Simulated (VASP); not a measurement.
# S (P4_2/mnm) in VASP: a series of runs, part 2 of 2

VASP 6.6.1. The steps go on from the part before.

## (4) Single point, PBE

Contents of INCAR:

```
SYSTEM = S
PREC = Accurate
ENCUT = 520
EDIFF = 1E-6
ISMEAR = 0
SIGMA = 0.033
LREAL = .False.
LASPH = .True.
NELM = 100
ALGO = Normal
ISIF = 2
LWAVE = .False.
LCHARG = .False.
GGA = PE
NBANDS = 20
```

Contents of KPOINTS:

```
Automatic mesh
0
Gamma
  2 2 3
  0 0 0
```

Contents of POSCAR:

```
S
1.0
    5.6780537900      0.0000000000      0.0000000000
    0.0000000000      5.6780537900      0.0000000000
    0.0000000000      0.0000000000      2.9496155800
S
4
Direct
    0.8833913800      0.8833913800      0.5000000000
    0.1166086200      0.1166086200      0.5000000000
    0.3833913800      0.6166086200      0.0000000000
    0.6166086200      0.3833913800      0.0000000000
```

The run is started by

```sh
$ cat potpaw_PBE.64/S/POTCAR > POTCAR
$ mpirun -np 1 vasp_std > vasp.out
```

Wall time 19 s (1 thread of Intel Xeon 8259CL, shared host); peak memory 0.18 GiB.

The run converged. Its results:

| Property | Result |
| --- | --- |
| Free energy | -14.9446 eV |
| Pressure | 3.2 GPa |
| Largest force | 0.473 eV/Å |
| Band gap on the k mesh | zero (bands 12 and 13 overlap by 1.74 eV) |

Forces on the atoms (eV/Å):
```
S   -0.335 -0.335  0.000
S    0.335  0.335  0.000
S   -0.335  0.335  0.000
S    0.335 -0.335  0.000
```

Stress tensor (GPa, compression positive):
```
2.17 0.00 0.00
0.00 2.17 0.00
0.00 0.00 5.15
```

Levels at points of the mesh, in eV from the Fermi level:
```
           k point  band 10  band 11  band 12  band 13  band 14  band 15
(0.00, 0.00, 0.00)    -0.58    -0.08     1.31     3.33     3.33     5.22
(0.50, 0.00, 0.00)    -0.34    -0.29    -0.29     3.34     3.34     3.91
(0.50, 0.50, 0.00)    -0.33     0.00     0.00     3.29     3.29     4.98
```

Caveat: the k points lie up to 0.71 Å⁻¹ apart, too coarse for converged energies and pressures of a metal; this functional lacks dispersion, which holds the molecules together, so the pressure and a relaxed volume are unreliable.

## (5) Single point, LDA

Contents of INCAR:

```
SYSTEM = S
  ALGO = Normal
  EDIFF = 1E-6
  ENCUT = 520
  GGA = CA
  ISIF = 2
  ISMEAR = -1
  LASPH = .TRUE.
  LCHARG = .FALSE.
  LREAL = .FALSE.
  LWAVE = .FALSE.
  NBANDS = 20
  NELM = 60
  PREC = Accurate
  SIGMA = 0.05
```

Contents of KPOINTS:

```
k-points
0
G
  2 2 3
  0 0 0
```

POSCAR is that of step 4.

Potentials or basis: VASP PAW LDA potentials, release 64 (S).

The run is started by

```sh
$ cat potpaw_LDA.64/S/POTCAR > POTCAR
$ mpirun -np 1 vasp_std > vasp.out
```

OUTCAR:

```text
SYSTEM = S
   EDIFF = 1E-6
   ENCUT = 520
   GGA = CA
   ISIF = 2
   ISMEAR = -1
   LASPH = .TRUE.
   LREAL = .FALSE.
   NELM = 60
   PREC = Accurate

 ion  position               nearest neighbor table
   1  0.883  0.883  0.500-   2 1.87
   2  0.117  0.117  0.500-   1 1.87
   3  0.383  0.617  0.000-   4 1.87
   4  0.617  0.383  0.000-   3 1.87

  LATTYP: Found a simple tetragonal cell.
 ALAT       =     5.6780537900
 C/A-ratio  =     0.5194765124

  Lattice vectors:

 A1 = (   5.6780537900,   0.0000000000,   0.0000000000)
 A2 = (   0.0000000000,   5.6780537900,   0.0000000000)
 A3 = (   0.0000000000,   0.0000000000,   2.9496155800)

Analysis of symmetry for initial positions (statically):
=====================================================================
 Subroutine PRICEL returns:
 Original cell was already a primitive cell.

 Routine SETGRP: Setting up the symmetry group for a
 simple tetragonal supercell.

 Subroutine GETGRP returns: Found 16 space group operations
 (whereof  8 operations were pure point group operations)
 out of a pool of 16 trial point group operations.

The static configuration has the point symmetry D_2h.
 The point group associated with its full space group is D_4h.

Analysis of symmetry for dynamics (positions and initial velocities):
=====================================================================
 Subroutine PRICEL returns:
 Original cell was already a primitive cell.

 Routine SETGRP: Setting up the symmetry group for a
 simple tetragonal supercell.

 Subroutine GETGRP returns: Found 16 space group operations
 (whereof  8 operations were pure point group operations)
 out of a pool of 16 trial point group operations.

The dynamic configuration has the point symmetry D_2h.
[... 97 lines left out ...]
   NUPDOWN=      -1.0000    fix difference up-down
   EMIN   =  10.00;   EMAX   =-10.00  energy-range for DOS
   EFERMI =   0.00;   METHOD = LEGACY
   ISMEAR =    -1;   SIGMA  =   0.05  broadening in eV -4-tet -1-fermi 0-gaus
   EFERMI_NEDOS =   21; number of points for ismear=-14 and -15
   IALGO  =     38    algorithm
   IMIX   =      4    mixing-type and parameters
     AMIX     =   0.40;   BMIX     =  1.00
     AMIX_MAG =   1.60;   BMIX_MAG =  1.00
  volume/ion in A,a.u.               =      23.77       160.44
  Fermi-wavevector in a.u.,A,eV,Ry     =   1.034563  1.955041 14.562607  1.070321
  Thomas-Fermi vector in A             =   2.168865
   LORBIT       =      0    0 simple, 1 ext, 2 COOP (PROOUT), +10 PAW based schemes
   GGA     = CA    functional components
   LHFCALC =     F    Hartree Fock is set to
   AEXX    =    0.0000 exact exchange contribution
   IVDW    =     0    specifies the selected vdW correction
   LEPSILON=     F    determine dielectric tensor
   LRPA    =     F    only Hartree local field effects (RPA)
 non-spin polarized calculation
  energy-cutoff  :      520.00
  volume of cell :       95.10
 maximum number of plane-waves:      2595
   NGX = 21   NGY = 21   NGZ = 11

 number of electron      23.9999999 magnetization

 Free energy of the ion-electron system (eV)
  ---------------------------------------------------
  ext. energy  EPLUGINS =         0.00000000
  ---------------------------------------------------
  free energy    TOTEN  =       -17.31329461 eV

  energy without entropy =      -17.29697933  energy(sigma->0) =      -17.30513697

 E-fermi :   2.4851     XC(G=0):  -9.1751

 val. band max:        2.4649755447   @ k =   0.5000   0.5000   0.0000
 cond. band min:       3.0155951522   @ k =   0.5000   0.0000   0.3333
 fundamental gap:      0.5506196075
 Fermi energy:         2.4850741081

 k-point     1 :       0.0000    0.0000    0.0000
  band No.  band energies     occupation
      1     -13.5957      2.00000
      2     -13.0231      2.00000
      3      -7.7158      2.00000
      4      -7.7158      2.00000
      5      -2.5162      2.00000
      6      -1.9850      2.00000
[... 127 lines left out ...]
     19       9.9613      0.00000
     20       9.9613      0.00000

------------------------ aborting loop because EDIFF is reached ----------------------------------------

  FORCE on cell =-STRESS in cart. coord.  units (eV):
  Direction    XX          YY          ZZ          XY          YZ          ZX
  --------------------------------------------------------------------------------------
  -------------------------------------------------------------------------------------
  Total       -0.9442826     -0.9442826      0.0260566      0.0000000      0.0000000      0.0000000
  in kB      -15.9091924    -15.9091924      0.4389997      0.0000000      0.0000000      0.0000000
  external PRESSURE =     -10.4597950 kB  Pullay stress =       0.0000000 kB

 VOLUME and BASIS-vectors are now :
 -----------------------------------------------------------------------------
  energy-cutoff  :      520.00
  volume of cell :       95.10
      direct lattice vectors                 reciprocal lattice vectors
     5.678053790  0.000000000  0.000000000     0.176116683  0.000000000  0.000000000
     0.000000000  5.678053790  0.000000000     0.000000000  0.176116683  0.000000000
     0.000000000  0.000000000  2.949615580     0.000000000  0.000000000  0.339027230

 POSITION                                       TOTAL-FORCE (eV/Angst)
 -----------------------------------------------------------------------------------
      5.01594      5.01594      1.47481        -0.225999     -0.225999      0.000000
      0.66211      0.66211      1.47481         0.225999      0.225999     -0.000000
      2.17692      3.50114      0.00000        -0.225999      0.225999     -0.000000
      3.50114      2.17692      0.00000         0.225999     -0.225999      0.000000
 -----------------------------------------------------------------------------------
    total drift:                                0.000000      0.000000     -0.000000

  FREE ENERGIE OF THE ION-ELECTRON SYSTEM (eV)
  ---------------------------------------------------
  free  energy   TOTEN  =       -17.3132946149 eV

  energy  without entropy=      -17.2969793341  energy(sigma->0) =      -17.30513697
```

OSZICAR:

```text
N       E                     dE             d eps       ncg     rms          rms(c)
DAV:   1     0.117909215814E+03    0.11791E+03   -0.10130E+04   240   0.100E+03
DAV:   2    -0.867407733818E+01   -0.12658E+03   -0.12286E+03   324   0.184E+02
DAV:   3    -0.175472571383E+02   -0.88732E+01   -0.88300E+01   304   0.524E+01
DAV:   4    -0.176602144255E+02   -0.11296E+00   -0.11285E+00   328   0.688E+00
DAV:   5    -0.176620609359E+02   -0.18465E-02   -0.18464E-02   284   0.861E-01    0.213E+01
DAV:   6    -0.173709882668E+02    0.29107E+00   -0.37421E-01   276   0.321E+00    0.112E+01
DAV:   7    -0.173204428079E+02    0.50545E-01   -0.33924E-01   280   0.285E+00    0.198E+00
DAV:   8    -0.173140611216E+02    0.63817E-02   -0.41944E-02   260   0.118E+00    0.838E-01
DAV:   9    -0.173133999912E+02    0.66113E-03   -0.52537E-03   284   0.370E-01    0.179E-01
DAV:  10    -0.173133129106E+02    0.87081E-04   -0.46424E-04   276   0.123E-01    0.156E-01
DAV:  11    -0.173132937532E+02    0.19157E-04   -0.59435E-05   284   0.429E-02    0.150E-02
DAV:  12    -0.173132946149E+02   -0.86163E-06   -0.89161E-06   288   0.172E-02
   1 F= -.17313295E+02 E0= -.17305137E+02  d E =-.163153E-01
```

It took 14 s on 1 thread of Intel Xeon 8259CL, shared host; peak memory 0.15 GiB.

Results:

```
Free energy            : -17.3133 eV
Pressure               : -1.0 GPa
Largest force          : 0.320 eV/Å
Band gap on the k mesh : zero (bands 12 and 13 overlap by 1.78 eV)
```

Forces on the atoms (eV/Å):
```
S   -0.226 -0.226  0.000
S    0.226  0.226  0.000
S   -0.226  0.226  0.000
S    0.226 -0.226  0.000
```

Caveat: the k points lie up to 0.71 Å⁻¹ apart, too coarse for converged energies and pressures of a metal.

## (6) Single point, LDA

Contents of INCAR:

```
  PREC = Accurate
  ENCUT = 520
  EDIFF = 1E-7
  ISMEAR = 0
  SIGMA = 0.1
  LREAL = F
  LASPH = T
  NELM = 100
  ALGO = Normal
  ISIF = 2
  LWAVE = F
  LCHARG = F
  GGA = CA
  NBANDS = 20
```

Contents of KPOINTS:

```
Automatic mesh
0
Gamma
  4 4 6
```

POSCAR is that of step 5.

Potentials or basis: VASP PAW LDA potentials, release 64 (S).

The run is started by

```sh
$ cat potpaw_LDA.64/S/POTCAR > POTCAR
$ mpirun -np 1 vasp_std > vasp.out
```

Wall time 43 s (1 thread of Intel Xeon 8259CL, shared host); peak memory 0.17 GiB.

The run converged. Its results:

```yaml
Free_energy: -17.6218 eV
Pressure: -2.4 GPa
Largest_force: 0.296 eV/Å
Band_gap_on_the_k_mesh: zero (bands 12 and 13 overlap by 2.04 eV)
```

Forces in eV/Å, atoms in the order of the input:
```
S   -0.209 -0.209  0.000
S    0.209  0.209  0.000
S   -0.209  0.209  0.000
S    0.209 -0.209  0.000
```

Stress tensor (GPa, compression positive):
```
-1.66  0.00  0.00
 0.00 -1.66  0.00
 0.00  0.00 -3.96
```

Levels at points of the mesh, in eV from the Fermi level:
| k point | band 8 | band 9 | band 10 | band 11 | band 12 | band 13 | band 14 | band 15 | band 16 | band 17 |
| --- | --- | --- | --- | --- | --- | --- | --- | --- | --- | --- |
| (0.00, 0.00, 0.00) | -4.52 | -2.61 | -1.31 | -0.81 | 0.80 | 2.60 | 2.60 | 4.50 | 4.50 | 5.68 |
| (0.50, 0.00, 0.00) | -3.48 | -1.07 | -1.07 | -0.86 | -0.86 | 2.60 | 2.60 | 3.11 | 3.11 | 7.05 |
| (0.50, 0.50, 0.00) | -4.52 | -1.06 | -1.06 | -0.55 | -0.55 | 2.56 | 2.56 | 4.25 | 4.25 | 5.71 |
| (0.00, 0.00, 0.50) | -4.06 | -3.69 | -3.69 | -2.00 | -2.00 | -0.09 | -0.09 | 3.75 | 3.75 | 5.34 |
| (0.50, 0.00, 0.50) | -4.36 | -3.44 | -3.44 | -2.45 | -2.45 | 0.30 | 0.30 | 5.07 | 5.07 | 6.22 |
| (0.50, 0.50, 0.50) | -4.12 | -4.04 | -4.04 | -1.69 | -1.69 | 0.50 | 0.50 | 3.77 | 3.77 | 6.13 |

## (7) Summary

| level | potentials or basis | cell | k mesh | smearing | gap on the mesh (eV) | pressure (GPa) | largest force (eV/Å) |
| --- | --- | --- | --- | --- | --- | --- | --- |
| PBE | VASP PAW PBE potentials, release 64 (S) | as given, atomic positions A | 1 × 1 × 2 | gaussian 0.1 eV | none | -0.5 | 0.24 |
| PBE+D3(BJ) | VASP PAW PBE potentials, release 64 (S) | as given, atomic positions B | 3 × 1 × 3 | methfessel-paxton 0.1 eV | none | -0.1 | 0.64 |
| PBE | VASP PAW PBE potentials, release 64 (S) | as given, atomic positions B | 2 × 2 × 3 | gaussian 0.033 eV | none | 3.2 | 0.47 |
| LDA | VASP PAW LDA potentials, release 64 (S) | as given, atomic positions B | 2 × 2 × 3 | fermi-dirac 0.05 eV | none | -1.0 | 0.32 |
| LDA | VASP PAW LDA potentials, release 64 (S) | as given, atomic positions B | 4 × 4 × 6 | gaussian 0.1 eV | none | -2.4 | 0.30 |

Alike in all rows: task single point; no spin polarisation; cutoff (eV) 520.

Caveats: some runs use coarse meshes; this functional lacks dispersion, which holds the molecules together, so the pressure and a relaxed volume are unreliable (at least some runs).

Total energies depend on the potentials used, so only differences within one code and one set of settings carry meaning.
